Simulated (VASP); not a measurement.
# Ca3Be2 (R-3m) in VASP: single point with PBE

Aim: the single point of Ca3Be2 with PBE.

Program: VASP 6.6.1. These are calculated values, not measurements. Logs are shortened: lines on timing, memory, paths and dates and some standing lists are left out, and cuts for length are marked.

### Step 1. The cell of the first run

It takes space group R-3m (No. 166, trigonal). The conventional cell has a = 9.177 Å, b = 9.177 Å, c = 8.824 Å, α = 90.00°, β = 90.00°, γ = 120.00°. Ca (site symmetry 2/m) has 4 Be at 2.70 to 3.59 Å within 3.6 Å. Be (site symmetry 3m) has 1 Be at 1.89 Å within 2.5 Å.

### Step 2. Single point, PBE

The input, INCAR:

```
ALGO = Fast ; EDIFF = 1E-6
ENCUT = 520 ; GGA = PE
ISIF = 2 ; ISMEAR = 0
LASPH = True ; LCHARG = False
LREAL = False ; LWAVE = False
NBANDS = 25 ; NELM = 80
PREC = Accurate ; SIGMA = 0.1
```

The input, KPOINTS:

```
k-points
0
Gamma
  6 6 6
```

The input, POSCAR:

```
Ca3Be2
1.0
    4.5884519036      2.6491439417      2.9414735114
   -4.5884519036      2.6491439417      2.9414735114
    0.0000000000     -5.2982878834      2.9414735114
Ca Be
3 2
Direct
    0.0000000000      0.5000000000      0.0000000000
    0.0000000000      0.0000000000      0.5000000000
    0.5000000000      0.0000000000      0.0000000000
    0.8928716553      0.8928716553      0.8928716553
    0.1071283447      0.1071283447      0.1071283447
```

Potentials or basis: VASP PAW PBE potentials, release 64 (Ca_sv, Be).

The run is started by

```sh
cat potpaw_PBE.64/Ca_sv/POTCAR potpaw_PBE.64/Be/POTCAR > POTCAR
mpirun -np 1 vasp_std > vasp.out
```

OUTCAR:

```text
EDIFF = 1E-6
   ENCUT = 520
   GGA = PE
   ISIF = 2
   ISMEAR = 0
   LASPH = True
   LREAL = False
   NELM = 80
   PREC = Accurate

 ion  position               nearest neighbor table
   1  0.000  0.500  0.000-   4 2.70   5 2.70
   2  0.000  0.000  0.500-   4 2.70   5 2.70
   3  0.500  0.000  0.000-   4 2.70   5 2.70
   4  0.893  0.893  0.893-   5 1.89   2 2.70   3 2.70   1 2.70
   5  0.107  0.107  0.107-   4 1.89   2 2.70   3 2.70   1 2.70

  LATTYP: Found a trigonal (rhomboedric) cell.
 ALAT       =     6.0600429795
 COS(alpha) =    -0.1465974051

  Lattice vectors:

 A1 = (   4.5884519036,   2.6491439417,   2.9414735114)
 A2 = (  -4.5884519036,   2.6491439417,   2.9414735114)
 A3 = (   0.0000000000,  -5.2982878834,   2.9414735114)

Analysis of symmetry for initial positions (statically):
=====================================================================
 Subroutine PRICEL returns:
 Original cell was already a primitive cell.

 Routine SETGRP: Setting up the symmetry group for a
 trigonal (rhombohedral) supercell.

 Subroutine GETGRP returns: Found 12 space group operations
 (whereof 12 operations were pure point group operations)
 out of a pool of 12 trial point group operations.

The static configuration has the point symmetry D_3d.

Analysis of symmetry for dynamics (positions and initial velocities):
=====================================================================
 Subroutine PRICEL returns:
 Original cell was already a primitive cell.

 Routine SETGRP: Setting up the symmetry group for a
 trigonal (rhombohedral) supercell.

 Subroutine GETGRP returns: Found 12 space group operations
 (whereof 12 operations were pure point group operations)
 out of a pool of 12 trial point group operations.

The dynamic configuration has the point symmetry D_3d.

 Subroutine INISYM returns: Found 12 space group operations
 (whereof 12 operations are pure point group operations),
 and found     1 'primitive' translations

----------------------------------------------------------------------------------------

                                     Primitive cell

  volume of cell :     214.5300

  direct lattice vectors                    reciprocal lattice vectors
     4.588451904  2.649143942  2.941473511     0.108969215  0.062913405  0.113321889
    -4.588451904  2.649143942  2.941473511    -0.108969215  0.062913405  0.113321889
     0.000000000 -5.298287883  2.941473511     0.000000000 -0.125826811  0.113321889

  length of vectors
     6.060042980  6.060042980  6.060042980     0.169334688  0.169334688  0.169334688

  position of ions in fractional coordinates (direct lattice)
     0.000000000  0.500000000  0.000000000
     0.000000000  0.000000000  0.500000000
     0.500000000  0.000000000  0.000000000
     0.892871655  0.892871655  0.892871655
     0.107128345  0.107128345  0.107128345

  ion indices of the primitive-cell ions
   primitive index   ion index
                 1           1
                 2           2
                 3           3
                 4           4
                 5           5

----------------------------------------------------------------------------------------

 KPOINTS: k-points

Automatic generation of k-mesh.
 Grid dimensions read from file:
 generate k-points for:    6    6    6

 Generating k-lattice:

  Cartesian coordinates                     Fractional coordinates (reciprocal lattice)
     0.018161536  0.010485568  0.018886981     0.166666667  0.000000000  0.000000000
    -0.018161536  0.010485568  0.018886981     0.000000000  0.166666667  0.000000000
     0.000000000 -0.020971135  0.018886981     0.000000000  0.000000000  0.166666667

  Length of vectors
     0.028222448  0.028222448  0.028222448

  Shift w.r.t. Gamma in fractional coordinates (k-lattice)
     0.000000000  0.000000000  0.000000000

 Subroutine IBZKPT returns following result:
 ===========================================

 Found     32 irreducible k-points:

 Following reciprocal coordinates:
            Coordinates               Weight
  0.000000  0.000000  0.000000      1.000000
  0.166667  0.000000  0.000000      6.000000
  0.333333  0.000000  0.000000      6.000000
  0.500000 -0.000000  0.000000      3.000000
  0.166667  0.166667 -0.000000      6.000000
  0.333333  0.166667  0.000000     12.000000
[... 16 lines left out ...]
  0.500000  0.500000  0.166667      6.000000
 -0.333333  0.500000  0.166667     12.000000
 [... further k-points ...]
   k-points           NKPTS =     32   k-points in BZ     NKDIM =     32   number of bands    NBANDS=     25
   number of dos      NEDOS =    301   number of ions     NIONS =      5
   total plane-waves  NPLWV = 110592
   dimension x,y,z NGX =    48 NGY =   48 NGZ =   48
   dimension x,y,z NGXF=    96 NGYF=   96 NGZF=   96
   ions per type =               3   2
   NGX,Y,Z   is equivalent  to a cutoff of  13.17, 13.17, 13.17 a.u.
   NGXF,Y,Z  is equivalent  to a cutoff of  26.34, 26.34, 26.34 a.u.
 SYSTEM =  unknown system
   PREC   = accura    normal or accurate (medium, high low for compatibility)
   ISTART =      0    job   : 0-new  1-cont  2-samecut
   ICHARG =      2    charge: 1-file 2-atom 10-const
   ISPIN  =      1    spin polarized calculation?
   LNONCOLLINEAR =      F non collinear calculations
   LSORBIT =      F    spin-orbit coupling
   LASPH  =      T    aspherical Exc in radial PAW
   ENCUT  =  520.0 eV  38.22 Ry    6.18 a.u.  11.27 11.27 11.27*2*pi/ulx,y,z
   NELM   =     80;   NELMIN=  2; NELMDL= -5     # of ELM steps
   EDIFF  = 0.1E-05   stopping-criterion for ELM
   LREAL  =      F    real-space projection
   EDIFFG = 0.1E-04   stopping-criterion for IOM
   NSW    =      0    number of steps for IOM
   IBRION =     -1    ionic relax: 0-MD 1-quasi-New 2-CG
   NFREE  =      0    steps in history (QN), initial steepest desc. (CG)
   ISIF   =      2    stress and relaxation
   ISYM   =      2    0-nonsym 1-usesym 2-fastsym
   POTIM  = 0.5000    time-step for ionic-motion
   TEBEG  =    0.0;   TEEND  =   0.0 temperature during run
   PSTRESS=    0.0 pullay stress
   NELECT =      34.0000    total number of electrons
   NUPDOWN=      -1.0000    fix difference up-down
   EMIN   =  10.00;   EMAX   =-10.00  energy-range for DOS
   EFERMI =   0.00;   METHOD = LEGACY
   ISMEAR =     0;   SIGMA  =   0.10  broadening in eV -4-tet -1-fermi 0-gaus
   EFERMI_NEDOS =   21; number of points for ismear=-14 and -15
   IALGO  =     68    algorithm
   IMIX   =      4    mixing-type and parameters
     AMIX     =   0.40;   BMIX     =  1.00
     AMIX_MAG =   1.60;   BMIX_MAG =  1.00
  volume/ion in A,a.u.               =      42.91       289.54
  Fermi-wavevector in a.u.,A,eV,Ry     =   0.885942  1.674187 10.679114  0.784893
  Thomas-Fermi vector in A             =   2.007042
   LORBIT       =      0    0 simple, 1 ext, 2 COOP (PROOUT), +10 PAW based schemes
   GGA     = PE    functional components
   LHFCALC =     F    Hartree Fock is set to
   AEXX    =    0.0000 exact exchange contribution
   IVDW    =     0    specifies the selected vdW correction
   LEPSILON=     F    determine dielectric tensor
   LRPA    =     F    only Hartree local field effects (RPA)
 non-spin polarized calculation
 RMM-DIIS sequential band-by-band and
 Gauss-broadening in eV      SIGMA  =   0.10
  energy-cutoff  :      520.00
  volume of cell :      214.53
 maximum number of plane-waves:      5796
 NGX is ok and might be reduce to    48
   NGX = 23   NGY = 23   NGZ = 23

 number of electron      34.0000008 magnetization

 Free energy of the ion-electron system (eV)
  ---------------------------------------------------
  ext. energy  EPLUGINS =         0.00000000
  ---------------------------------------------------
  free energy    TOTEN  =        -9.14663250 eV

  energy without entropy =       -9.13559819  energy(sigma->0) =       -9.14111535

 E-fermi :   0.7200     XC(G=0):  -6.5958

 val. band max:        0.6931039425   @ k =   0.1667   0.1667   0.1667
 cond. band min:       0.7221688889   @ k =  -0.3333   0.5000   0.3333
 fundamental gap:      0.0290649464
 Fermi energy:         0.7200217768

 k-point     1 :       0.0000    0.0000    0.0000
  band No.  band energies     occupation
      1     -41.6152      2.00000
      2     -41.6089      2.00000
      3     -41.6089      2.00000
      4     -22.7001      2.00000
      5     -22.6906      2.00000
      6     -22.6906      2.00000
[... 17 lines left out ...]
     24       2.7018      0.00000
     25       3.2264      0.00000

 k-point     2 :       0.1667    0.0000    0.0000
  band No.  band energies     occupation
      1     -41.6149      2.00000
      2     -41.6093      2.00000
      3     -41.6089      2.00000
      4     -22.6989      2.00000
      5     -22.6897      2.00000
      6     -22.6884      2.00000
[... 17 lines left out ...]
     24       2.6939      0.00000
     25       3.0607      0.00000

 k-point     3 :       0.3333    0.0000    0.0000
  band No.  band energies     occupation
      1     -41.6139      2.00000
      2     -41.6103      2.00000
      3     -41.6089      2.00000
      4     -22.6971      2.00000
      5     -22.6869      2.00000
      6     -22.6835      2.00000
[... 17 lines left out ...]
     24       2.5615      0.00000
     25       2.9759      0.00000

 k-point     4 :       0.5000   -0.0000    0.0000
  band No.  band energies     occupation
      1     -41.6131      2.00000
      2     -41.6110      2.00000
      3     -41.6089      2.00000
      4     -22.6964      2.00000
      5     -22.6848      2.00000
      6     -22.6807      2.00000
[... 17 lines left out ...]
     24       2.5268      0.00000
     25       3.8374      0.00000
[... 477 lines left out ...]
 k-point    22 :      -0.1667    0.3333    0.1667
  band No.  band energies     occupation
      1     -41.6137      2.00000
      2     -41.6108      2.00000
      3     -41.6086      2.00000
      4     -22.6993      2.00000
      5     -22.6931      2.00000
      6     -22.6753      2.00000
[... 17 lines left out ...]
     24       2.5259      0.00000
     25       3.2266      0.00000

 k-point    23 :       0.5000    0.5000    0.1667
  band No.  band energies     occupation
      1     -41.6127      2.00000
      2     -41.6116      2.00000
      3     -41.6088      2.00000
      4     -22.7015      2.00000
      5     -22.6930      2.00000
      6     -22.6704      2.00000
[... 17 lines left out ...]
     24       2.5350      0.00000
     25       2.8352      0.00000

 k-point    24 :      -0.3333    0.5000    0.1667
  band No.  band energies     occupation
      1     -41.6128      2.00000
      2     -41.6118      2.00000
      3     -41.6084      2.00000
      4     -22.7003      2.00000
      5     -22.6958      2.00000
      6     -22.6694      2.00000
[... 17 lines left out ...]
     24       2.8985      0.00000
     25       3.0664      0.00000

 [... further k-points ...]
[... 5 lines left out ...]
  --------------------------------------------------------------------------------------
  -------------------------------------------------------------------------------------
  Total       -0.0033386     -0.0033386     -0.0166724      0.0000000      0.0000000      0.0000000
  in kB       -0.0249338     -0.0249338     -0.1245150      0.0000000      0.0000000      0.0000000
  external PRESSURE =      -0.0581276 kB  Pullay stress =       0.0000000 kB

 VOLUME and BASIS-vectors are now :
 -----------------------------------------------------------------------------
  energy-cutoff  :      520.00
  volume of cell :      214.53
      direct lattice vectors                 reciprocal lattice vectors
     4.588451904  2.649143942  2.941473511     0.108969215  0.062913405  0.113321889
    -4.588451904  2.649143942  2.941473511    -0.108969215  0.062913405  0.113321889
     0.000000000 -5.298287883  2.941473511     0.000000000 -0.125826811  0.113321889

 POSITION                                       TOTAL-FORCE (eV/Angst)
 -----------------------------------------------------------------------------------
     -2.29423      1.32457      1.47074        -0.000000      0.000000     -0.000000
      0.00000     -2.64914      1.47074        -0.000000      0.000000     -0.000000
      2.29423      1.32457      1.47074         0.000000      0.000000     -0.000000
      0.00000      0.00000      7.87907         0.000000     -0.000000     -0.014813
      0.00000      0.00000      0.94535         0.000000      0.000000      0.014813
 -----------------------------------------------------------------------------------
    total drift:                               -0.000000     -0.000000      0.000000

  FREE ENERGIE OF THE ION-ELECTRON SYSTEM (eV)
  ---------------------------------------------------
  free  energy   TOTEN  =        -9.1466324994 eV

  energy  without entropy=       -9.1355981941  energy(sigma->0) =       -9.14111535
```

Wall time 3.8 min (1 thread of Intel Xeon Platinum 8488C (Sapphire Rapids), shared host); peak memory 0.42 GiB.

Results:

```yaml
Free_energy: -9.1466 eV
Pressure: 0.0 GPa
Largest_force: 0.015 eV/Å
Band_gap_on_the_k_mesh: zero (band 17 reaches 0.79 eV, above the bottom of band 18 at 0.77 eV)
```

Forces on the atoms (eV/Å):
```
Ca   0.000  0.000  0.000
Ca   0.000  0.000  0.000
Ca   0.000  0.000  0.000
Be   0.000  0.000 -0.015
Be   0.000  0.000  0.015
```
